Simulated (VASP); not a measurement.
# Ge (P2_12_12_1) in VASP: single point with PBEsol

Aim: the single point of Ge with PBEsol.

All numbers are computed with VASP 6.6.1; they aren't measurements. Logs are shortened: lines on timing, memory, paths and dates and some standing lists are left out, and cuts for length are marked.

**1. The cell of the first run**

It takes space group P2_12_12_1 (No. 19, orthorhombic). Conventional cell: a = 4.013 Å, b = 4.013 Å, c = 5.676 Å, α = 90.00°, β = 90.00°, γ = 90.00°. Within 3.2 Å of Ge (site symmetry 1) lie 4 Ge at 2.46 Å.

**2. Single point, PBEsol (atoms displaced along a vibrational mode)**

INCAR reads:

```
SYSTEM = Ge
PREC     = Accurate       ! precision mode
ENCUT    = 520            ! plane-wave cutoff, eV
EDIFF    = 1E-7           ! SCF threshold, eV
ISMEAR   = 0              ! smearing method
SIGMA    = 0.15           ! smearing width, eV
LREAL    = .False.        ! projectors in reciprocal space
LASPH    = .True.         ! aspherical terms in the spheres
NELM     = 80             ! most SCF steps
ALGO     = Normal         ! electronic algorithm
ISIF     = 2              ! what is computed and relaxed
LWAVE    = .False.        ! write WAVECAR
LCHARG   = .False.        ! write CHGCAR
GGA      = PS             ! functional
NBANDS   = 36             ! bands
```

KPOINTS reads:

```
Automatic mesh
0
Gamma
  12 12 8
  0 0 0
```

POSCAR reads:

```
Ge
1.0
    0.0000000000     -2.8378616867     -2.8378616867
    0.0000000000      2.8378616867     -2.8378616867
    5.6757233734      0.0000000000      0.0000000000
Ge
4
Direct
    0.5194151225      0.4980790405      0.0000000000
   -0.0194151225      0.0019209595      0.5000000000
    0.0194151225      0.5019209595      0.2500000000
    0.4805848775     -0.0019209595      0.7500000000
```

Potentials or basis: VASP PAW PBE potentials, release 64 (Ge_d).

Run with:

```
$ cat potpaw_PBE.64/Ge_d/POTCAR > POTCAR
$ mpirun -np 1 vasp_std > vasp.out
```

OUTCAR:

```text
SYSTEM = Ge
   PREC = Accurate
   ENCUT = 520
   EDIFF = 1E-7
   ISMEAR = 0
   LREAL = .False.
   LASPH = .True.
   NELM = 80
   ISIF = 2
   GGA = PS

 ion  position               nearest neighbor table
   1  0.519  0.498  0.000-   3 2.46   3 2.46   4 2.46   4 2.46
   2  0.981  0.002  0.500-   4 2.46   4 2.46   3 2.46   3 2.46
   3  0.019  0.502  0.250-   1 2.46   1 2.46   2 2.46   2 2.46
   4  0.481  0.998  0.750-   2 2.46   2 2.46   1 2.46   1 2.46

  LATTYP: Found a simple tetragonal cell.
 ALAT       =     4.0133424855
 C/A-ratio  =     1.4142135624

  Lattice vectors:

 A1 = (   0.0000000000,  -2.8378616867,  -2.8378616867)
 A2 = (   0.0000000000,   2.8378616867,  -2.8378616867)
 A3 = (   5.6757233734,   0.0000000000,   0.0000000000)

Analysis of symmetry for initial positions (statically):
=====================================================================
 Subroutine PRICEL returns:
 Original cell was already a primitive cell.

 Routine SETGRP: Setting up the symmetry group for a
 simple tetragonal supercell.

 Subroutine GETGRP returns: Found  4 space group operations
 (whereof  1 operations were pure point group operations)
 out of a pool of 16 trial point group operations.

The static configuration has the point symmetry C_1 .
 The point group associated with its full space group is D_2 .

Analysis of symmetry for dynamics (positions and initial velocities):
=====================================================================
 Subroutine PRICEL returns:
 Original cell was already a primitive cell.

 Routine SETGRP: Setting up the symmetry group for a
 simple tetragonal supercell.

 Subroutine GETGRP returns: Found  4 space group operations
 (whereof  1 operations were pure point group operations)
 out of a pool of 16 trial point group operations.

The dynamic configuration has the point symmetry C_1 .
 The point group associated with its full space group is D_2 .

 Subroutine INISYM returns: Found  4 space group operations
 (whereof  1 operations are pure point group operations),
 and found     1 'primitive' translations

----------------------------------------------------------------------------------------

                                     Primitive cell

  volume of cell :      91.4184

  direct lattice vectors                    reciprocal lattice vectors
     0.000000000 -2.837861687 -2.837861687     0.000000000 -0.176188996 -0.176188996
     0.000000000  2.837861687 -2.837861687     0.000000000  0.176188996 -0.176188996
     5.675723373  0.000000000  0.000000000     0.176188996  0.000000000  0.000000000

  length of vectors
     4.013342485  4.013342485  5.675723373     0.249168867  0.249168867  0.176188996

  position of ions in fractional coordinates (direct lattice)
     0.519415122  0.498079041  0.000000000
     0.980584878  0.001920959  0.500000000
     0.019415122  0.501920959  0.250000000
     0.480584878  0.998079041  0.750000000

  ion indices of the primitive-cell ions
   primitive index   ion index
                 1           1
                 2           2
                 3           3
                 4           4

----------------------------------------------------------------------------------------

 KPOINTS: Automatic mesh

Automatic generation of k-mesh.
 Grid dimensions read from file:
 generate k-points for:   12   12    8

 Generating k-lattice:

  Cartesian coordinates                     Fractional coordinates (reciprocal lattice)
     0.000000000 -0.014682416 -0.014682416     0.083333333  0.000000000  0.000000000
     0.000000000  0.014682416 -0.014682416     0.000000000  0.083333333  0.000000000
     0.022023624  0.000000000  0.000000000     0.000000000  0.000000000  0.125000000

  Length of vectors
     0.020764072  0.020764072  0.022023624

  Shift w.r.t. Gamma in fractional coordinates (k-lattice)
     0.000000000  0.000000000  0.000000000

 Subroutine IBZKPT returns following result:
 ===========================================

 Found    245 irreducible k-points:

 Following reciprocal coordinates:
            Coordinates               Weight
  0.000000  0.000000  0.000000      1.000000
  0.083333  0.000000  0.000000      2.000000
  0.000000  0.083333  0.000000      2.000000
  0.166667  0.000000  0.000000      2.000000
  0.000000  0.166667  0.000000      2.000000
  0.250000  0.000000  0.000000      2.000000
[... 16 lines left out ...]
  0.500000  0.083333  0.000000      2.000000
 -0.083333  0.500000  0.000000      2.000000
 [... further k-points ...]
   k-points           NKPTS =    245   k-points in BZ     NKDIM =    245   number of bands    NBANDS=     36
   number of dos      NEDOS =    301   number of ions     NIONS =      4
   total plane-waves  NPLWV =  37800
   dimension x,y,z NGX =    30 NGY =   30 NGZ =   42
   dimension x,y,z NGXF=    60 NGYF=   60 NGZF=   84
   ions per type =               4
   NGX,Y,Z   is equivalent  to a cutoff of  12.43, 12.43, 12.30 a.u.
   NGXF,Y,Z  is equivalent  to a cutoff of  24.85, 24.85, 24.60 a.u.
 SYSTEM =  Ge
   PREC   = accura    normal or accurate (medium, high low for compatibility)
   ISTART =      0    job   : 0-new  1-cont  2-samecut
   ICHARG =      2    charge: 1-file 2-atom 10-const
   ISPIN  =      1    spin polarized calculation?
   LNONCOLLINEAR =      F non collinear calculations
   LSORBIT =      F    spin-orbit coupling
   LASPH  =      T    aspherical Exc in radial PAW
   ENCUT  =  520.0 eV  38.22 Ry    6.18 a.u.   7.46  7.46 10.55*2*pi/ulx,y,z
   NELM   =     80;   NELMIN=  2; NELMDL= -5     # of ELM steps
   EDIFF  = 0.1E-06   stopping-criterion for ELM
   LREAL  =      F    real-space projection
   EDIFFG = 0.1E-05   stopping-criterion for IOM
   NSW    =      0    number of steps for IOM
   IBRION =     -1    ionic relax: 0-MD 1-quasi-New 2-CG
   NFREE  =      0    steps in history (QN), initial steepest desc. (CG)
   ISIF   =      2    stress and relaxation
   ISYM   =      2    0-nonsym 1-usesym 2-fastsym
   POTIM  = 0.5000    time-step for ionic-motion
   TEBEG  =    0.0;   TEEND  =   0.0 temperature during run
   PSTRESS=    0.0 pullay stress
   NELECT =      56.0000    total number of electrons
   NUPDOWN=      -1.0000    fix difference up-down
   EMIN   =  10.00;   EMAX   =-10.00  energy-range for DOS
   EFERMI =   0.00;   METHOD = LEGACY
   ISMEAR =     0;   SIGMA  =   0.15  broadening in eV -4-tet -1-fermi 0-gaus
   EFERMI_NEDOS =   21; number of points for ismear=-14 and -15
   IALGO  =     38    algorithm
   IMIX   =      4    mixing-type and parameters
     AMIX     =   0.40;   BMIX     =  1.00
     AMIX_MAG =   1.60;   BMIX_MAG =  1.00
  volume/ion in A,a.u.               =      22.85       154.23
  Fermi-wavevector in a.u.,A,eV,Ry     =   1.390357  2.627393 26.301316  1.933092
  Thomas-Fermi vector in A             =   2.514300
   LORBIT       =      0    0 simple, 1 ext, 2 COOP (PROOUT), +10 PAW based schemes
   GGA     = PS    functional components
   LHFCALC =     F    Hartree Fock is set to
   AEXX    =    0.0000 exact exchange contribution
   IVDW    =     0    specifies the selected vdW correction
   LEPSILON=     F    determine dielectric tensor
   LRPA    =     F    only Hartree local field effects (RPA)
 non-spin polarized calculation
 Gauss-broadening in eV      SIGMA  =   0.15
  energy-cutoff  :      520.00
  volume of cell :       91.42
 maximum number of plane-waves:      2488
 NGX is ok and might be reduce to    30
   NGX = 15   NGY = 15   NGZ = 21

 number of electron      55.9999906 magnetization

 Free energy of the ion-electron system (eV)
  ---------------------------------------------------
  ext. energy  EPLUGINS =         0.00000000
  ---------------------------------------------------
  free energy    TOTEN  =       -19.73226313 eV

  energy without entropy =      -19.73129197  energy(sigma->0) =      -19.73177755

 E-fermi :   4.7984     XC(G=0): -10.0885

 val. band max:        4.7801780907   @ k =   0.0000   0.0000   0.0000
 cond. band min:       4.7993604391   @ k =   0.0000   0.0000   0.0000
 fundamental gap:      0.0191823483
 Fermi energy:         4.7984490141

 k-point     1 :       0.0000    0.0000    0.0000
  band No.  band energies     occupation
      1     -20.0143      2.00000
      2     -20.0121      2.00000
      3     -19.9875      2.00000
      4     -19.9804      2.00000
      5     -19.9793      2.00000
      6     -19.9451      2.00000
[... 28 lines left out ...]
     35      10.8995      0.00000
     36      13.7469      0.00000

 k-point     2 :       0.0833    0.0000    0.0000
  band No.  band energies     occupation
      1     -20.0189      2.00000
      2     -20.0123      2.00000
      3     -19.9858      2.00000
      4     -19.9841      2.00000
      5     -19.9808      2.00000
      6     -19.9422      2.00000
[... 28 lines left out ...]
     35      11.2172      0.00000
     36      13.2903      0.00000

 k-point     3 :       0.0000    0.0833    0.0000
  band No.  band energies     occupation
      1     -20.0161      2.00000
      2     -20.0145      2.00000
      3     -19.9901      2.00000
      4     -19.9806      2.00000
      5     -19.9802      2.00000
      6     -19.9423      2.00000
[... 28 lines left out ...]
     35      11.2052      0.00000
     36      13.2899      0.00000

 k-point     4 :       0.1667    0.0000    0.0000
  band No.  band energies     occupation
      1     -20.0269      2.00000
      2     -20.0128      2.00000
      3     -19.9916      2.00000
      4     -19.9852      2.00000
      5     -19.9823      2.00000
      6     -19.9350      2.00000
[... 28 lines left out ...]
     35      11.9735      0.00000
     36      12.5438      0.00000

 k-point     5 :       0.0000    0.1667    0.0000
  band No.  band energies     occupation
      1     -20.0234      2.00000
      2     -20.0148      2.00000
      3     -19.9958      2.00000
      4     -19.9845      2.00000
      5     -19.9785      2.00000
      6     -19.9369      2.00000
[... 655 lines left out ...]
 k-point    22 :      -0.0833    0.4167    0.0000
  band No.  band energies     occupation
      1     -20.0252      2.00000
      2     -20.0171      2.00000
      3     -20.0118      2.00000
      4     -20.0091      2.00000
      5     -19.9525      2.00000
      6     -19.9285      2.00000
[... 28 lines left out ...]
     35      10.0558      0.00000
     36      11.4663      0.00000

 k-point    23 :       0.5000    0.0833    0.0000
  band No.  band energies     occupation
      1     -20.0213      2.00000
      2     -20.0213      2.00000
      3     -20.0131      2.00000
      4     -20.0131      2.00000
      5     -19.9393      2.00000
      6     -19.9393      2.00000
[... 28 lines left out ...]
     35      10.7920      0.00000
     36      10.7920      0.00000

 k-point    24 :      -0.0833    0.5000    0.0000
  band No.  band energies     occupation
      1     -20.0181      2.00000
      2     -20.0181      2.00000
      3     -20.0150      2.00000
      4     -20.0150      2.00000
      5     -19.9381      2.00000
      6     -19.9381      2.00000
[... 28 lines left out ...]
     35      10.7643      0.00000
     36      10.7643      0.00000

 [... further k-points ...]
[... 5 lines left out ...]
  --------------------------------------------------------------------------------------
  -------------------------------------------------------------------------------------
  Total       -0.1010289     -0.0940049     -0.0940049      0.0000000      0.0510628      0.0000000
  in kB       -1.7706090     -1.6475083     -1.6475083      0.0000000      0.8949141      0.0000000
  external PRESSURE =      -1.6885419 kB  Pullay stress =       0.0000000 kB

 VOLUME and BASIS-vectors are now :
 -----------------------------------------------------------------------------
  energy-cutoff  :      520.00
  volume of cell :       91.42
      direct lattice vectors                 reciprocal lattice vectors
     0.000000000 -2.837861687 -2.837861687     0.000000000 -0.176188996 -0.176188996
     0.000000000  2.837861687 -2.837861687     0.000000000  0.176188996 -0.176188996
     5.675723373  0.000000000  0.000000000     0.176188996  0.000000000  0.000000000

 POSITION                                       TOTAL-FORCE (eV/Angst)
 -----------------------------------------------------------------------------------
      0.00000     -0.06055     -2.88751        -0.045310      0.083577      0.070826
      2.83786     -2.77731     -2.78822        -0.045310     -0.083577     -0.070826
      1.41893      1.36928     -1.47948         0.045310      0.070826      0.083577
      4.25679      1.46858     -4.19624         0.045310     -0.070826     -0.083577
 -----------------------------------------------------------------------------------
    total drift:                                0.000000     -0.000001      0.000001

  FREE ENERGIE OF THE ION-ELECTRON SYSTEM (eV)
  ---------------------------------------------------
  free  energy   TOTEN  =       -19.7322631310 eV

  energy  without entropy=      -19.7312919692  energy(sigma->0) =      -19.73177755
```

It took 8.8 min on 1 thread of Intel Xeon 8259CL, shared host; peak memory 0.61 GiB.

What came out:

```
Free energy            : -19.7323 eV
Pressure               : -0.2 GPa
Largest force          : 0.119 eV/Å
Band gap on the k mesh : 0.02 eV
```

Forces in eV/Å, atoms in the order of the input:
```
Ge  -0.045  0.084  0.071
Ge  -0.045 -0.084 -0.071
Ge   0.045  0.071  0.084
Ge   0.045 -0.071 -0.084
```

Stress tensor (GPa, compression positive):
```
-0.18  0.00  0.00
 0.00 -0.16  0.09
 0.00  0.09 -0.16
```

Levels at points of the mesh, in eV from the valence-band top:
| k point | band 26 | band 27 | band 28 | band 29 | band 30 | band 31 |
| --- | --- | --- | --- | --- | --- | --- |
| (0.00, 0.00, 0.00) | -0.12 | -0.11 | 0.00 | 0.02 | 0.65 | 0.75 |
| (0.50, 0.00, 0.00) | -3.87 | -1.48 | -1.48 | 1.89 | 1.89 | 4.72 |
| (0.00, 0.50, 0.00) | -3.86 | -1.51 | -1.51 | 1.87 | 1.87 | 4.72 |
| (0.50, 0.50, 0.00) | -3.06 | -3.05 | -3.05 | 0.64 | 0.64 | 0.65 |
| (0.00, 0.00, 0.50) | -2.04 | -2.02 | -2.02 | 0.95 | 0.95 | 2.62 |
| (0.50, 0.00, 0.50) | -1.40 | -1.38 | -1.38 | 0.07 | 0.07 | 3.67 |
| (0.00, 0.50, 0.50) | -1.41 | -1.38 | -1.38 | 0.07 | 0.07 | 3.66 |
| (0.50, 0.50, 0.50) | -3.90 | -3.90 | -3.90 | 4.16 | 4.16 | 4.16 |

Caveat: the cell differs from its parent crystal (atoms displaced along a vibrational mode); the PAW data sets were made with another functional, which shifts forces and pressure a little. A k mesh can miss the band edges.
